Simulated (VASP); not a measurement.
# SiC (P6/mmm) in VASP: further runs, part 2 of 2

VASP 6.6.1.

## 3. Single point, PBE, collinear spin, ferromagnetic start

This run uses another cell than the first one, of 13.76 Å³/atom, 1.195 times its volume.

Input file INCAR:

```
ALGO = Normal ; EDIFF = 1E-6
ENCUT = 520 ; GGA = PE
ISIF = 2 ; ISMEAR = 0
ISPIN = 2 ; LASPH = True
LCHARG = True ; LELF = True
LORBIT = 11 ; LREAL = False
LVHAR = True ; LWAVE = False
MAGMOM = 0 0 1 1 ; NBANDS = 20
NELM = 150 ; PREC = Accurate
SIGMA = 0.1
```

Input file KPOINTS:

```
k-points
0
Gamma
  6 6 4
```

Input file POSCAR:

```
SiC
1.0
    3.9900754252      0.0000000000      0.0000000000
   -1.9950377126      3.4555066813      0.0000000000
    0.0000000000      0.0000000000      3.9931593104
Si C
2 2
Direct
    0.3333333333      0.6666666667      0.5000000000
    0.6666666667      0.3333333333      0.5000000000
    0.3333333333      0.6666666667      0.0000000000
    0.6666666667      0.3333333333      0.0000000000
```

Potentials or basis: VASP PAW PBE potentials, release 64 (Si, C).

Launch:

```bash
$ cat potpaw_PBE.64/Si/POTCAR potpaw_PBE.64/C/POTCAR > POTCAR
$ mpirun -np 1 vasp_std > vasp.out
```

It took 22 s on 1 thread of Intel Xeon 6975P-C (Granite Rapids), shared host; peak memory 0.19 GiB.

It converged, with:

```yaml
Free_energy: -21.7437 eV
Pressure: -0.1 GPa
Band_gap_on_the_k_mesh: zero (filled and empty bands overlap)
Net_moment: 0.00 μB per cell
Valence_electrons_inside_the_program's_atomic_spheres: Si 1.68; C 2.17
```

Stress tensor (GPa, compression positive):
```
 0.17  0.00  0.00
 0.00  0.17  0.00
 0.00  0.00 -0.61
```

Levels at points of the mesh, in eV from the Fermi level:
Spin up:
| k point | band 5 | band 6 | band 7 | band 8 | band 9 | band 10 | band 11 | band 12 |
| --- | --- | --- | --- | --- | --- | --- | --- | --- |
| (0.00, 0.00, 0.00) | -4.09 | -4.09 | -2.09 | 0.33 | 0.33 | 1.61 | 1.61 | 5.18 |
| (0.50, 0.00, 0.00) | -4.63 | -4.20 | -3.94 | -1.61 | 0.75 | 2.40 | 3.40 | 3.58 |
| (0.00, 0.00, 0.50) | -2.64 | -2.64 | -1.58 | -1.58 | 0.46 | 1.65 | 1.65 | 2.88 |
| (0.50, 0.00, 0.50) | -3.51 | -2.78 | -1.61 | -1.18 | 1.23 | 2.63 | 3.71 | 4.44 |
Spin down:
```
           k point  band 4  band 5  band 6  band 7  band 8  band 9  band 10  band 11  band 12  band 13
(0.00, 0.00, 0.00)   -6.33   -4.09   -4.09   -2.09    0.33    0.33     1.61     1.61     5.18     5.60
(0.50, 0.00, 0.00)   -5.15   -4.63   -4.20   -3.94   -1.61    0.75     2.40     3.40     3.58     6.96
(0.00, 0.00, 0.50)   -3.73   -2.64   -2.64   -1.58   -1.58    0.46     1.65     1.65     2.88     2.88
(0.50, 0.00, 0.50)   -8.22   -3.51   -2.78   -1.61   -1.18    1.23     2.63     3.71     4.44     6.76
```

Caveat: the k points lie up to 0.39 Å⁻¹ apart.

## 4. Single point, PBE, collinear spin, ferromagnetic start

Input file INCAR:

```
  ALGO = Normal
  EDIFF = 1E-7
  ENCUT = 520
  GGA = PE
  ISIF = 2
  ISMEAR = 0
  ISPIN = 2
  LASPH = T
  LCHARG = F
  LORBIT = 11
  LREAL = F
  LWAVE = F
  MAGMOM = 0 0 1 1
  NBANDS = 20
  NELM = 150
  PREC = Accurate
  SIGMA = 0.1
```

Input file KPOINTS:

```
k-points
0
Gamma
  6 6 6
```

Input file POSCAR:

```
SiC
1.0
    3.9236989100      0.0000000000      0.0000000000
   -1.9618494600      3.3980229400      0.0000000000
    0.0000000000      0.0000000000      3.4563668200
Si C
2 2
Direct
    0.3333333300      0.6666666700      0.5000000000
    0.6666666700      0.3333333300      0.5000000000
    0.3333333300      0.6666666700      0.0000000000
    0.6666666700      0.3333333300      0.0000000000
```

Launch:

```bash
$ cat potpaw_PBE.64/Si/POTCAR potpaw_PBE.64/C/POTCAR > POTCAR
$ mpirun -np 1 vasp_std > vasp.out
```

Run time: 29 s. Hardware: 1 thread of Intel Xeon 6975P-C (Granite Rapids), shared host; peak memory 0.18 GiB.

It converged, with:

```
Free energy                                           : -19.9862 eV
Pressure                                              : 44.1 GPa
Band gap on the k mesh                                : zero (filled and empty bands overlap)
Net moment                                            : 0.00 μB per cell
Valence electrons inside the program's atomic spheres : Si 1.87; C 2.40
```

Stress tensor (GPa, compression positive):
```
25.24  0.00  0.00
 0.00 25.24  0.00
 0.00  0.00 81.78
```

Levels at points of the mesh, in eV from the Fermi level:
Spin up:
| k point | band 6 | band 7 | band 8 | band 9 | band 10 | band 11 |
| --- | --- | --- | --- | --- | --- | --- |
| (0.00, 0.00, 0.00) | -4.53 | -3.63 | -1.04 | -1.04 | 3.20 | 3.20 |
| (0.50, 0.00, 0.00) | -4.96 | -2.83 | -0.40 | 1.42 | 2.31 | 2.36 |
| (0.00, 0.00, 0.50) | -3.91 | -1.99 | -1.99 | 0.70 | 0.70 | 1.08 |
| (0.50, 0.00, 0.50) | -3.20 | -2.72 | -1.86 | 1.68 | 1.70 | 2.87 |
Spin down:
| k point | band 5 | band 6 | band 7 | band 8 | band 9 | band 10 | band 11 | band 12 |
| --- | --- | --- | --- | --- | --- | --- | --- | --- |
| (0.00, 0.00, 0.00) | -5.78 | -4.53 | -3.63 | -1.04 | -1.04 | 3.20 | 3.20 | 6.20 |
| (0.50, 0.00, 0.00) | -5.24 | -4.96 | -2.83 | -0.40 | 1.42 | 2.31 | 2.36 | 4.00 |
| (0.00, 0.00, 0.50) | -3.91 | -3.91 | -1.99 | -1.99 | 0.70 | 0.70 | 1.08 | 2.68 |
| (0.50, 0.00, 0.50) | -4.80 | -3.20 | -2.72 | -1.85 | 1.68 | 1.70 | 2.87 | 5.29 |

## 5. Single point, PBE

This run uses another cell than the first one, of 13.83 Å³/atom, 1.200 times its volume.

Input file INCAR:

```
SYSTEM = SiC
ALGO = Normal
EDIFF = 1E-6
ENCUT = 520
GGA = PE
ISIF = 2
ISMEAR = 0
LASPH = .True.
LCHARG = .False.
LREAL = .False.
LWAVE = .False.
NBANDS = 16
NELM = 80
PREC = Accurate
SIGMA = 0.1
```

Input file KPOINTS:

```
k-points
0
Gamma
  12 12 12
  0 0 0
```

Input file POSCAR:

```
SiC
1.0
    4.0111439126      0.0000000000      0.0000000000
   -2.0055719563      3.4737525265      0.0000000000
    0.0000000000      0.0000000000      3.9691628308
Si C
2 2
Direct
    0.3333333333      0.6666666667      0.5000000000
    0.6666666667      0.3333333333      0.5000000000
    0.3333333333      0.6666666667      0.0000000000
    0.6666666667      0.3333333333      0.0000000000
```

Launch:

```bash
$ cat potpaw_PBE.64/Si/POTCAR potpaw_PBE.64/C/POTCAR > POTCAR
$ mpirun -np 1 vasp_std > vasp.out
```

Run time: 39 s. Hardware: 1 thread of Intel Xeon 6975P-C (Granite Rapids), shared host; peak memory 0.23 GiB.

It converged, with:

```yaml
Free_energy: -21.6366 eV
Pressure: 0.0 GPa
Band_gap_on_the_k_mesh: zero (band 8 reaches 6.33 eV, above the bottom of band 9 at 5.04 eV)
```

Stress tensor (GPa, compression positive):
```
-0.10  0.00  0.00
 0.00 -0.10  0.00
 0.00  0.00  0.06
```

Levels at points of the mesh, in eV from the Fermi level:
| k point | band 6 | band 7 | band 8 | band 9 | band 10 | band 11 |
| --- | --- | --- | --- | --- | --- | --- |
| (0.00, 0.00, 0.00) | -4.13 | -2.19 | 0.28 | 0.28 | 1.70 | 1.70 |
| (0.50, 0.00, 0.00) | -4.18 | -3.98 | -1.55 | 0.86 | 2.30 | 3.30 |
| (0.00, 0.00, 0.50) | -2.63 | -1.60 | -1.60 | 0.55 | 1.62 | 1.62 |
| (0.50, 0.00, 0.50) | -2.78 | -1.63 | -1.20 | 1.28 | 2.55 | 3.63 |

## 6. Relaxation of cell and atoms, PBE

This run uses another cell than the first one, of 13.76 Å³/atom, 1.195 times its volume.

Input file INCAR:

```
ALGO     = Normal         # electronic algorithm
EDIFF    = 1E-7           # SCF threshold, eV
EDIFFG   = -0.01          # ionic threshold
ENCUT    = 600            # plane-wave cutoff, eV
GGA      = PE             # functional
IBRION   = 2              # ionic algorithm
ISIF     = 3              # what is computed and relaxed
ISMEAR   = 0              # smearing method
LASPH    = T              # aspherical terms in the spheres
LCHARG   = F              # write CHGCAR
LREAL    = F              # projectors in reciprocal space
LWAVE    = F              # write WAVECAR
NELM     = 60             # most SCF steps
NSW      = 100            # ionic steps
PREC     = Accurate       # precision mode
SIGMA    = 0.1            # smearing width, eV
```

Input file KPOINTS:

```
k-points
0
Gamma
  12 12 12
```

Input file POSCAR:

```
SiC
1.0
    3.9900754252      0.0000000000      0.0000000000
   -1.9950377126      3.4555066813      0.0000000000
    0.0000000000      0.0000000000      3.9931593104
Si C
2 2
Direct
    0.3333333333      0.6666666667      0.5000000000
    0.6666666667      0.3333333333      0.5000000000
    0.3333333333      0.6666666667      0.0000000000
    0.6666666667      0.3333333333      0.0000000000
```

Potentials or basis: VASP PAW PBE potentials, release 64 (Si, C).

Launch:

```bash
$ cat potpaw_PBE.64/Si/POTCAR potpaw_PBE.64/C/POTCAR > POTCAR
$ mpirun -np 1 vasp_std > vasp.out
```

It took 72 s on 1 thread of Intel Xeon 6975P-C (Granite Rapids), shared host; peak memory 0.24 GiB.

Results (log left out):

| Item | Value |
| --- | --- |
| Free energy | -21.6373 eV |
| Relaxed volume | 13.82 Å³/atom |
| Relaxed cell | a = 4.009 Å, b = 4.009 Å, c = 3.970 Å, α = 90.00°, β = 90.00°, γ = 120.00° |
| Space group after relaxing (to 0.05 Å) | P6/mmm (No. 191) |
| Energy gained by relaxing | 0.6 meV/atom |
| Ionic steps | 4 |
| Pressure after relaxing | 0.0 GPa |
| Band gap on the k mesh | zero (band 8 reaches 6.35 eV, above the bottom of band 9 at 5.04 eV) |

The path:
| step | energy change (eV) | largest force (eV/Å) | pressure (GPa) | volume (Å³) |
| --- | --- | --- | --- | --- |
| 1 | 0.0000 | 0.0000 | -0.15 | 55.06 |
| 2 | -0.0020 | 0.0000 | 0.53 | 54.96 |
| 3 | -0.0020 | 0.0000 | 0.49 | 54.96 |
| 4 | -0.0024 | 0.0000 | -0.04 | 55.27 |

Final structure:
```yaml
crystal:
  lattice:
    - [4.00946, 0.00000, 0.00000]
    - [-2.00473, 3.47230, 0.00000]
    - [0.00000, 0.00000, 3.96964]
  atoms:
    - { symbol: Si, position: [0.33333, 0.66667, 0.50000] }
    - { symbol: Si, position: [0.66667, 0.33333, 0.50000] }
    - { symbol: C, position: [0.33333, 0.66667, 0.00000] }
    - { symbol: C, position: [0.66667, 0.33333, 0.00000] }
```

Levels at points of the mesh, in eV from the Fermi level:
```
           k point  band 6  band 7  band 8  band 9  band 10  band 11
(0.00, 0.00, 0.00)   -4.12   -2.18    0.28    0.28     1.70     1.70
(0.50, 0.00, 0.00)   -4.18   -3.98   -1.55    0.86     2.31     3.31
(0.00, 0.00, 0.50)   -2.63   -1.60   -1.60    0.55     1.62     1.62
(0.50, 0.00, 0.50)   -2.78   -1.63   -1.19    1.28     2.56     3.64
```

## 7. The runs side by side

```csv
task,spin,cell,k mesh,cutoff (eV),gap on the mesh (eV),pressure (GPa),moment (μB),relaxed volume (Å³/atom)
relaxation of cell and atoms,off,"relaxed from a = 3.924, b = 3.924, c = 3.456 Å, angles 90.0, 90.0, 120.0°, 4 atoms",6 × 6 × 6,600,none,0.0,-,13.76
single point,"collinear, ferromagnetic start","a = 3.990, b = 3.990, c = 3.993 Å, angles 90.0, 90.0, 120.0°, 4 atoms",6 × 6 × 4,520,none,-0.1,0.00,-
single point,"collinear, ferromagnetic start","a = 3.924, b = 3.924, c = 3.456 Å, angles 90.0, 90.0, 120.0°, 4 atoms",6 × 6 × 6,520,none,44.1,0.00,-
single point,off,"a = 4.011, b = 4.011, c = 3.969 Å, angles 90.0, 90.0, 120.0°, 4 atoms",12 × 12 × 12,520,none,0.0,-,-
relaxation of cell and atoms,off,"relaxed from a = 3.990, b = 3.990, c = 3.993 Å, angles 90.0, 90.0, 120.0°, 4 atoms",12 × 12 × 12,600,none,0.0,-,13.82
```

Alike in all rows: level PBE; potentials or basis VASP PAW PBE potentials, release 64 (Si, C); smearing gaussian 0.1 eV.

Caveats: some runs use coarse meshes; the volume moved by over 15 % at a fixed basis, so the end points are rough (some runs).

Total energies depend on the potentials used, so only differences within one code and one set of settings carry meaning.
